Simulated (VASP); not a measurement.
# Co (Fd-3m) in VASP: a series of runs

Co is run at these levels: PBE; tasks: single point.

Program: VASP 6.6.1. These are calculated values, not measurements. Logs are shortened: lines on timing, memory, paths and dates and some standing lists are left out, and cuts for length are marked.

## 1. The cell of the first run

It takes space group Fd-3m (No. 227, cubic). The conventional cell has a = 4.925 Å, b = 4.925 Å, c = 4.925 Å, α = 90.00°, β = 90.00°, γ = 90.00°. Within 2.8 Å of Co (site symmetry -43m) lie 4 Co at 2.13 Å.

## 2. Single point, PBE

The input, INCAR:

```
SYSTEM = Co
PREC     = Accurate       ! precision mode
ENCUT    = 520            ! plane-wave cutoff, eV
EDIFF    = 1E-6           ! SCF threshold, eV
ISMEAR   = -1             ! smearing method
SIGMA    = 0.1            ! smearing width, eV
LREAL    = .FALSE.        ! projectors in reciprocal space
LASPH    = .TRUE.         ! aspherical terms in the spheres
NELM     = 80             ! most SCF steps
ALGO     = Normal         ! electronic algorithm
ISIF     = 2              ! what is computed and relaxed
LWAVE    = .FALSE.        ! write WAVECAR
LCHARG   = .TRUE.         ! write CHGCAR
GGA      = PE             ! functional
LELF     = .TRUE.         ! ELF
LVHAR    = .TRUE.       
NBANDS   = 16             ! bands
```

The input, KPOINTS:

```
regular mesh
0
G
  18 18 18
  0 0 0
```

The input, POSCAR:

```
Co
1.0
    0.0000000000      2.4626286587      2.4626286587
    2.4626286587      0.0000000000      2.4626286587
    2.4626286587      2.4626286587      0.0000000000
Co
2
Direct
    0.1250000000      0.1250000000      0.1250000000
    0.8750000000      0.8750000000      0.8750000000
```

Potentials or basis: VASP PAW PBE potentials, release 64 (Co).

Run with:

```bash
> cat potpaw_PBE.64/Co/POTCAR > POTCAR
> mpirun -np 1 vasp_std > vasp.out
```

OUTCAR:

```text
SYSTEM = Co
   PREC = Accurate
   ENCUT = 520
   EDIFF = 1E-6
   ISMEAR = -1
   LREAL = .FALSE.
   LASPH = .TRUE.
   NELM = 80
   ISIF = 2
   GGA = PE

 ion  position               nearest neighbor table
   1  0.125  0.125  0.125-   2 2.13   2 2.13   2 2.13   2 2.13
   2  0.875  0.875  0.875-   1 2.13   1 2.13   1 2.13   1 2.13

  LATTYP: Found a face centered cubic cell.
 ALAT       =     4.9252573174

  Lattice vectors:

 A1 = (   0.0000000000,   2.4626286587,   2.4626286587)
 A2 = (   2.4626286587,   0.0000000000,   2.4626286587)
 A3 = (   2.4626286587,   2.4626286587,   0.0000000000)

Analysis of symmetry for initial positions (statically):
=====================================================================
 Subroutine PRICEL returns:
 Original cell was already a primitive cell.

 Routine SETGRP: Setting up the symmetry group for a
 face centered cubic supercell.

 Subroutine GETGRP returns: Found 48 space group operations
 (whereof 12 operations were pure point group operations)
 out of a pool of 48 trial point group operations.

The static configuration has the point symmetry D_3d.
 The point group associated with its full space group is O_h .

Analysis of symmetry for dynamics (positions and initial velocities):
=====================================================================
 Subroutine PRICEL returns:
 Original cell was already a primitive cell.

 Routine SETGRP: Setting up the symmetry group for a
 face centered cubic supercell.

 Subroutine GETGRP returns: Found 48 space group operations
 (whereof 12 operations were pure point group operations)
 out of a pool of 48 trial point group operations.

The dynamic configuration has the point symmetry D_3d.
 The point group associated with its full space group is O_h .

 Subroutine INISYM returns: Found 48 space group operations
 (whereof 12 operations are pure point group operations),
 and found     1 'primitive' translations

----------------------------------------------------------------------------------------

                                     Primitive cell

  volume of cell :      29.8694

  direct lattice vectors                    reciprocal lattice vectors
     0.000000000  2.462628659  2.462628659    -0.203035077  0.203035077  0.203035077
     2.462628659  0.000000000  2.462628659     0.203035077 -0.203035077  0.203035077
[... 78 lines left out ...]
   ICHARG =      2    charge: 1-file 2-atom 10-const
   ISPIN  =      1    spin polarized calculation?
   LNONCOLLINEAR =      F non collinear calculations
   LSORBIT =      F    spin-orbit coupling
   LASPH  =      T    aspherical Exc in radial PAW
   ENCUT  =  520.0 eV  38.22 Ry    6.18 a.u.   6.48  6.48  6.48*2*pi/ulx,y,z
   NELM   =     80;   NELMIN=  2; NELMDL= -5     # of ELM steps
   EDIFF  = 0.1E-05   stopping-criterion for ELM
   LREAL  =      F    real-space projection
   EDIFFG = 0.1E-04   stopping-criterion for IOM
   NSW    =      0    number of steps for IOM
   IBRION =     -1    ionic relax: 0-MD 1-quasi-New 2-CG
   NFREE  =      0    steps in history (QN), initial steepest desc. (CG)
   ISIF   =      2    stress and relaxation
   ISYM   =      2    0-nonsym 1-usesym 2-fastsym
   POTIM  = 0.5000    time-step for ionic-motion
   TEBEG  =    0.0;   TEEND  =   0.0 temperature during run
   PSTRESS=    0.0 pullay stress
   NELECT =      18.0000    total number of electrons
   NUPDOWN=      -1.0000    fix difference up-down
   EMIN   =  10.00;   EMAX   =-10.00  energy-range for DOS
   EFERMI =   0.00;   METHOD = LEGACY
   ISMEAR =    -1;   SIGMA  =   0.10  broadening in eV -4-tet -1-fermi 0-gaus
   EFERMI_NEDOS =   21; number of points for ismear=-14 and -15
   IALGO  =     38    algorithm
   IMIX   =      4    mixing-type and parameters
     AMIX     =   0.40;   BMIX     =  1.00
     AMIX_MAG =   1.60;   BMIX_MAG =  1.00
  volume/ion in A,a.u.               =      14.93       100.78
  Fermi-wavevector in a.u.,A,eV,Ry     =   1.382792  2.613097 26.015872  1.912113
  Thomas-Fermi vector in A             =   2.507450
   LORBIT       =      0    0 simple, 1 ext, 2 COOP (PROOUT), +10 PAW based schemes
   GGA     = PE    functional components
   LHFCALC =     F    Hartree Fock is set to
   AEXX    =    0.0000 exact exchange contribution
   IVDW    =     0    specifies the selected vdW correction
   LEPSILON=     F    determine dielectric tensor
   LRPA    =     F    only Hartree local field effects (RPA)
 non-spin polarized calculation
  energy-cutoff  :      520.00
  volume of cell :       29.87
 maximum number of plane-waves:       825
 NGX is ok and might be reduce to    28
   NGX = 13   NGY = 13   NGZ = 13

 number of electron      17.9999993 magnetization

 Free energy of the ion-electron system (eV)
  ---------------------------------------------------
  ext. energy  EPLUGINS =         0.00000000
  ---------------------------------------------------
  free energy    TOTEN  =       -11.46377966 eV

  energy without entropy =      -11.31947035  energy(sigma->0) =      -11.39162501

 E-fermi :   6.2761     XC(G=0): -11.3284

 val. band max:        6.2755979978   @ k =  -0.3333   0.1667   0.0556
 cond. band min:       6.2775262400   @ k =   0.3889   0.1111   0.0000
 fundamental gap:      0.0019282421
 Fermi energy:         6.2760640297

 k-point     1 :       0.0000    0.0000    0.0000
  band No.  band energies     occupation
      1      -0.5736      2.00000
      2       3.2906      2.00000
      3       3.2906      2.00000
      4       3.4455      2.00000
      5       3.4455      2.00000
      6       3.4455      2.00000
[... 433 lines left out ...]
      3       3.1994      2.00000
      4       3.5216      2.00000
      5       3.7206      2.00000
      6       3.8793      2.00000
[... 8 lines left out ...]
     15      19.6453      0.00000
     16      20.7254      0.00000

 [... further k-points ...]
[... 5 lines left out ...]
  --------------------------------------------------------------------------------------
  -------------------------------------------------------------------------------------
  Total       -0.1807239     -0.1807239     -0.1807239     -0.0000000     -0.0000000      0.0000000
  in kB       -9.6939175     -9.6939175     -9.6939175     -0.0000000     -0.0000000      0.0000000
  external PRESSURE =      -9.6939175 kB  Pullay stress =       0.0000000 kB

 VOLUME and BASIS-vectors are now :
 -----------------------------------------------------------------------------
  energy-cutoff  :      520.00
  volume of cell :       29.87
      direct lattice vectors                 reciprocal lattice vectors
     0.000000000  2.462628659  2.462628659    -0.203035077  0.203035077  0.203035077
     2.462628659  0.000000000  2.462628659     0.203035077 -0.203035077  0.203035077
     2.462628659  2.462628659  0.000000000     0.203035077  0.203035077 -0.203035077

 POSITION                                       TOTAL-FORCE (eV/Angst)
 -----------------------------------------------------------------------------------
      0.61566      0.61566      0.61566         0.000000      0.000000      0.000000
      4.30960      4.30960      4.30960        -0.000000     -0.000000     -0.000000
 -----------------------------------------------------------------------------------
    total drift:                                0.000000      0.000000     -0.000000

  FREE ENERGIE OF THE ION-ELECTRON SYSTEM (eV)
  ---------------------------------------------------
  free  energy   TOTEN  =       -11.4637796614 eV

  energy  without entropy=      -11.3194703537  energy(sigma->0) =      -11.39162501
```

stdout:

```text
POSCAR found type information on POSCAR Co
 POSCAR found :  1 types and       2 ions
 scaLAPACK will be used
 LDA part: xc-table for (Slater+PW92), standard interpolation
 POSCAR, INCAR and KPOINTS ok, starting setup
 FFT: planning ... GRIDC
 FFT: planning ... GRID_SOFT
 FFT: planning ... GRID
 WAVECAR not read
 entering main loop
```

Wall time 81 s (1 thread of Intel Xeon 6975P-C, shared host); peak memory 0.21 GiB.

What came out:

```yaml
Free_energy: -11.4638 eV
Pressure: -1.0 GPa
Band_gap_on_the_k_mesh: zero (band 9 reaches 6.74 eV, above the bottom of band 10 at 5.97 eV)
```

Caveat: the run has no spin polarisation, though such a crystal can be magnetic.

(Part 1 of 2 ends here.)
